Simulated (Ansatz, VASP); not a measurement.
# Two plane-wave programs on Sn

```
CELL_PARAMETERS angstrom
-1.68423 1.68443 2.25419
1.68423 -1.68443 2.25419
1.68423 1.68443 -2.25419
ATOMIC_POSITIONS crystal
Sn 0.00000 0.00000 0.00000
```

Change from the starting cell: strain -0.040 along x and y, +0.040 along z, atoms carried along.

Alike in both runs: task single point; functional PBE; dispersion D3(BJ); k mesh 24 × 24 × 24; occupations gaussian, width 0.15 eV; no spin polarisation.

```csv
,VASP,Ansatz
version,VASP 6.6.1,Ansatz 0.2.0
potentials or method,"VASP PAW PBE potentials, release 64 (Sn_d), cutoff 520 eV","scalar-relativistic, plane waves, PAW"
valence electrons in the cell,14,14
```

|  | VASP | Ansatz | Ansatz less VASP |
| --- | --- | --- | --- |
| gap on the k mesh at the Fermi level (eV) | none | none | - |
| pressure (GPa) | 2.6 | 2.6 | +0.04 |

A gap of «none» marks a metal or a gap that the smearing closes.
